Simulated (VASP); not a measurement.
# Ni (Fm-3m) in VASP: a series of runs

The runs below take Ni through single point, with LDA.

Everything below comes from runs of VASP 6.6.1. Logs are shortened: lines on timing, memory, paths and dates and some standing lists are left out, and cuts for length are marked.

### 1 The cell of the first run

It takes space group Fm-3m (No. 225, cubic). The conventional cell has a = 3.562 Å, b = 3.562 Å, c = 3.562 Å, α = 90.00°, β = 90.00°, γ = 90.00°. Within 3.3 Å of Ni (site symmetry m-3m) lie 12 Ni at 2.52 Å.

### 2 Single point, LDA, collinear spin, antiferromagnetic start

INCAR reads:

```
SYSTEM = Ni
ALGO     = Normal         ! electronic algorithm
EDIFF    = 1E-6           ! SCF threshold, eV
ENCUT    = 520            ! plane-wave cutoff, eV
GGA      = CA             ! functional
ISIF     = 2              ! what is computed and relaxed
ISMEAR   = 0              ! smearing method
ISPIN    = 2              ! spin polarisation
ISYM     = 0            
LASPH    = .TRUE.         ! aspherical terms in the spheres
LCHARG   = .TRUE.         ! write CHGCAR
LELF     = .TRUE.         ! ELF
LMAXMIX  = 4              ! l up to which the mixer works
LORBIT   = 11             ! projections on sites
LREAL    = .FALSE.        ! projectors in reciprocal space
LVHAR    = .TRUE.       
LWAVE    = .FALSE.        ! write WAVECAR
MAGMOM   = 2 -2           ! initial moments
NBANDS   = 21             ! bands
NELM     = 150            ! most SCF steps
PREC     = Accurate       ! precision mode
SIGMA    = 0.1            ! smearing width, eV
```

KPOINTS reads:

```
k-points
0
G
  8 13 11
  0 0 0
```

POSCAR reads:

```
Ni
1.0
   -1.7810000000     -3.5620000000     -1.7810000000
   -1.7810000000      0.0000000000     -1.7810000000
    1.7810000000      0.0000000000     -1.7810000000
Ni
2
Direct
    0.0000000000      0.0000000000      0.0000000000
    0.5000000000      0.0000000000      0.5000000000
```

Potentials or basis: VASP PAW LDA potentials, release 64 (Ni).

On the command line:

```
> cat potpaw_LDA.64/Ni/POTCAR > POTCAR
> mpirun -np 1 vasp_std > vasp.out
```

OUTCAR:

```text
SYSTEM = Ni
   EDIFF = 1E-6
   ENCUT = 520
   GGA = CA
   ISIF = 2
   ISMEAR = 0
   ISPIN = 2
   ISYM = 0
   LASPH = .TRUE.
   LORBIT = 11
   LREAL = .FALSE.
   NELM = 150
   PREC = Accurate

 ion  position               nearest neighbor table
   1  0.000  0.000  0.000-   2 2.52   2 2.52   2 2.52   2 2.52   2 2.52   2 2.52   2 2.52   2 2.52

   2  0.500  0.000  0.500-   1 2.52   1 2.52   1 2.52   1 2.52   1 2.52   1 2.52   1 2.52   1 2.52

IMPORTANT INFORMATION: All symmetrisations will be switched off!
NOSYMM: (Re-)initialisation of all symmetry stuff for point group C_1.

----------------------------------------------------------------------------------------

                                     Primitive cell

  volume of cell :      22.5971

  direct lattice vectors                    reciprocal lattice vectors
    -1.781000000 -3.562000000 -1.781000000     0.000000000 -0.280741157  0.000000000
    -1.781000000  0.000000000 -1.781000000    -0.280741157  0.280741157 -0.280741157
     1.781000000  0.000000000 -1.781000000     0.280741157  0.000000000 -0.280741157

  length of vectors
     4.362541232  2.518714355  2.518714355     0.280741157  0.486257947  0.397027951

  position of ions in fractional coordinates (direct lattice)
     0.000000000  0.000000000  0.000000000
     0.500000000  0.000000000  0.500000000

  ion indices of the primitive-cell ions
   primitive index   ion index
                 1           1
                 2           2

----------------------------------------------------------------------------------------

 KPOINTS: k-points

Automatic generation of k-mesh.
 Grid dimensions read from file:
 generate k-points for:    8   13   11

 Generating k-lattice:

  Cartesian coordinates                     Fractional coordinates (reciprocal lattice)
     0.000000000 -0.035092645  0.000000000     0.125000000  0.000000000  0.000000000
    -0.021595474  0.021595474 -0.021595474     0.000000000  0.076923077  0.000000000
     0.025521923  0.000000000 -0.025521923     0.000000000  0.000000000  0.090909091

  Length of vectors
     0.035092645  0.037404457  0.036093450

  Shift w.r.t. Gamma in fractional coordinates (k-lattice)
     0.000000000  0.000000000  0.000000000

 -----------------------------------------------------------------------------
|                                                                             |
|           W    W    AA    RRRRR   N    N  II  N    N   GGGG   !!!           |
|           W    W   A  A   R    R  NN   N  II  NN   N  G    G  !!!           |
|           W    W  A    A  R    R  N N  N  II  N N  N  G       !!!           |
|           W WW W  AAAAAA  RRRRR   N  N N  II  N  N N  G  GGG   !            |
|           WW  WW  A    A  R   R   N   NN  II  N   NN  G    G                |
|           W    W  A    A  R    R  N    N  II  N    N   GGGG   !!!           |
|                                                                             |
|     Your reciprocal lattice and k-lattice belong to different lattice       |
|     classes:                                                                |
|                                                                             |
|        The reciprocal lattice is simple tetragonal,                         |
|        whereas your k-lattice is simple monoclinic.                         |
|                                                                             |
|     Results are often still useful ...                                      |
|                                                                             |
 -----------------------------------------------------------------------------

 WARNING: IBZKPT: internal override: KBLOWUP is changed to .FALSE.
      ... skipping the blow-up phase ...

 Subroutine IBZKPT returns following result:
 ===========================================

 Found    573 irreducible k-points:

 Following reciprocal coordinates:
            Coordinates               Weight
  0.000000  0.000000  0.000000      1.000000
  0.125000  0.000000  0.000000      2.000000
  0.250000  0.000000  0.000000      2.000000
  0.375000  0.000000  0.000000      2.000000
  0.500000  0.000000  0.000000      1.000000
  0.000000  0.076923  0.000000      2.000000
[... 16 lines left out ...]
  0.125000  0.230769  0.000000      2.000000
  0.250000  0.230769  0.000000      2.000000
 [... further k-points ...]
   k-points           NKPTS =    573   k-points in BZ     NKDIM =    573   number of bands    NBANDS=     21
   number of dos      NEDOS =    301   number of ions     NIONS =      2
   total plane-waves  NPLWV =  12800
   dimension x,y,z NGX =    32 NGY =   20 NGZ =   20
   dimension x,y,z NGXF=    64 NGYF=   40 NGZF=   40
   ions per type =               2
   NGX,Y,Z   is equivalent  to a cutoff of  12.19, 13.20, 13.20 a.u.
   NGXF,Y,Z  is equivalent  to a cutoff of  24.39, 26.40, 26.40 a.u.
 SYSTEM =  Ni
   PREC   = accura    normal or accurate (medium, high low for compatibility)
   ISTART =      0    job   : 0-new  1-cont  2-samecut
   ICHARG =      2    charge: 1-file 2-atom 10-const
   ISPIN  =      2    spin polarized calculation?
   LNONCOLLINEAR =      F non collinear calculations
   LSORBIT =      F    spin-orbit coupling
   LASPH  =      T    aspherical Exc in radial PAW
   ENCUT  =  520.0 eV  38.22 Ry    6.18 a.u.   8.11  4.68  4.68*2*pi/ulx,y,z
   NELM   =    150;   NELMIN=  2; NELMDL= -5     # of ELM steps
   EDIFF  = 0.1E-05   stopping-criterion for ELM
   LREAL  =      F    real-space projection
   EDIFFG = 0.1E-04   stopping-criterion for IOM
   NSW    =      0    number of steps for IOM
   IBRION =     -1    ionic relax: 0-MD 1-quasi-New 2-CG
   NFREE  =      0    steps in history (QN), initial steepest desc. (CG)
   ISIF   =      2    stress and relaxation
   ISYM   =      0    0-nonsym 1-usesym 2-fastsym
   POTIM  = 0.5000    time-step for ionic-motion
   TEBEG  =    0.0;   TEEND  =   0.0 temperature during run
   PSTRESS=    0.0 pullay stress
   NELECT =      20.0000    total number of electrons
   NUPDOWN=      -1.0000    fix difference up-down
   EMIN   =  10.00;   EMAX   =-10.00  energy-range for DOS
   EFERMI =   0.00;   METHOD = LEGACY
   ISMEAR =     0;   SIGMA  =   0.10  broadening in eV -4-tet -1-fermi 0-gaus
   EFERMI_NEDOS =   21; number of points for ismear=-14 and -15
   IALGO  =     38    algorithm
   IMIX   =      4    mixing-type and parameters
     AMIX     =   0.40;   BMIX     =  1.00
     AMIX_MAG =   1.60;   BMIX_MAG =  1.00
  volume/ion in A,a.u.               =      11.30        76.25
  Fermi-wavevector in a.u.,A,eV,Ry     =   1.571813  2.970296 33.614506  2.470597
  Thomas-Fermi vector in A             =   2.673341
   LORBIT       =     11    0 simple, 1 ext, 2 COOP (PROOUT), +10 PAW based schemes
   GGA     = CA    functional components
   LHFCALC =     F    Hartree Fock is set to
   AEXX    =    0.0000 exact exchange contribution
   IVDW    =     0    specifies the selected vdW correction
   LEPSILON=     F    determine dielectric tensor
   LRPA    =     F    only Hartree local field effects (RPA)
 spin polarized calculation
 Gauss-broadening in eV      SIGMA  =   0.10
  energy-cutoff  :      520.00
  volume of cell :       22.60
 maximum number of plane-waves:       625
   NGX = 17   NGY =  9   NGZ =  9

 number of electron      19.9999989 magnetization       0.0000907

 number of electron      19.9999989 magnetization      -0.0000331

 Free energy of the ion-electron system (eV)
  ---------------------------------------------------
  ext. energy  EPLUGINS =         0.00000000
  ---------------------------------------------------
  free energy    TOTEN  =       -12.88186721 eV

  energy without entropy =      -12.83957799  energy(sigma->0) =      -12.86072260

 E-fermi :   8.3329     XC(G=0): -13.3886

 val. band max:        8.3323270775   @ k =   0.1250   0.0000   0.3636
 cond. band min:       8.3330975711   @ k =  -0.2500   0.0000   0.0909
 fundamental gap:      0.0007704936
 Fermi energy:         8.3328960343

 spin component 1

 k-point     1 :       0.0000    0.0000    0.0000
  band No.  band energies     occupation
      1      -0.2075      1.00000
      2       4.3050      1.00000
      3       4.8374      1.00000
      4       6.5660      1.00000
      5       6.5683      1.00000
      6       6.5689      1.00000
[... 13 lines left out ...]
     20      35.4410      0.00000
     21      35.4431      0.00000

 k-point     2 :       0.1250    0.0000    0.0000
  band No.  band energies     occupation
      1      -0.0094      1.00000
      2       4.3040      1.00000
      3       4.8983      1.00000
      4       6.4968      1.00000
      5       6.6212      1.00000
      6       6.6240      1.00000
[... 520 lines left out ...]
 k-point    24 :       0.2500    0.2308    0.0000
  band No.  band energies     occupation
      1       1.1029      1.00000
      2       4.9114      1.00000
      3       5.2122      1.00000
      4       6.2409      1.00000
      5       6.7821      1.00000
      6       6.8343      1.00000
[... 13 lines left out ...]
     20      36.9366      0.00000
     21      37.1507      0.00000

 [... further k-points ...]

 spin component 2

 k-point     1 :       0.0000    0.0000    0.0000
  band No.  band energies     occupation
      1      -0.2075      1.00000
      2       4.3050      1.00000
      3       4.8374      1.00000
      4       6.5660      1.00000
      5       6.5683      1.00000
      6       6.5688      1.00000
[... 13 lines left out ...]
     20      35.4410      0.00000
     21      35.4431      0.00000

 k-point     2 :       0.1250    0.0000    0.0000
  band No.  band energies     occupation
      1      -0.0094      1.00000
      2       4.3040      1.00000
      3       4.8983      1.00000
      4       6.4968      1.00000
      5       6.6212      1.00000
      6       6.6240      1.00000
[... 520 lines left out ...]
 k-point    24 :       0.2500    0.2308    0.0000
  band No.  band energies     occupation
      1       1.1029      1.00000
      2       4.9114      1.00000
      3       5.2122      1.00000
      4       6.2409      1.00000
      5       6.7820      1.00000
      6       6.8343      1.00000
[... 13 lines left out ...]
     20      36.9366      0.00000
     21      37.1507      0.00000

 [... further k-points ...]
[... 5 lines left out ...]
  --------------------------------------------------------------------------------------
  -------------------------------------------------------------------------------------
  Total       -3.2826075     -3.2986353     -3.2826066     -0.0014795     -0.0014795     -0.0145090
  in kB     -232.7436247   -233.8800236   -232.7435600     -0.1048981     -0.1049010     -1.0287169
  external PRESSURE =    -233.1224028 kB  Pullay stress =       0.0000000 kB

 VOLUME and BASIS-vectors are now :
 -----------------------------------------------------------------------------
  energy-cutoff  :      520.00
  volume of cell :       22.60
      direct lattice vectors                 reciprocal lattice vectors
    -1.781000000 -3.562000000 -1.781000000     0.000000000 -0.280741157  0.000000000
    -1.781000000  0.000000000 -1.781000000    -0.280741157  0.280741157 -0.280741157
     1.781000000  0.000000000 -1.781000000     0.280741157  0.000000000 -0.280741157

 POSITION                                       TOTAL-FORCE (eV/Angst)
 -----------------------------------------------------------------------------------
      0.00000      0.00000      0.00000         0.000000      0.000000     -0.000000
      0.00000     -1.78100     -1.78100        -0.000000     -0.000000      0.000000
 -----------------------------------------------------------------------------------
    total drift:                               -0.000000      0.000000     -0.000000

  FREE ENERGIE OF THE ION-ELECTRON SYSTEM (eV)
  ---------------------------------------------------
  free  energy   TOTEN  =       -12.8818672134 eV

  energy  without entropy=      -12.8395779924  energy(sigma->0) =      -12.86072260

 total charge

# of ion       s       p       d       tot
------------------------------------------
    1        0.480   0.459   8.319   9.258
    2        0.480   0.459   8.319   9.258
--------------------------------------------------
tot          0.961   0.918  16.638  18.517

 magnetization (x)

# of ion       s       p       d       tot
------------------------------------------
    1        0.000   0.000   0.000   0.000
    2       -0.000  -0.000  -0.001  -0.001
--------------------------------------------------
tot         -0.000   0.000  -0.000  -0.000
```

It took 5.6 min on 1 thread of Intel Xeon Platinum 8488C (Sapphire Rapids), shared host; peak memory 0.44 GiB.

Results:

```yaml
Free_energy: -12.8819 eV
Pressure: -23.3 GPa
Band_gap_on_the_k_mesh: zero (filled and empty bands overlap)
Net_moment: 0.00 μB per cell
Valence_electrons_inside_the_program's_atomic_spheres: Ni 9.26
```

Caveat: the cell stands under tension; the moments typed at the start vanished in this run.

(Continued in part 2 of 2.)
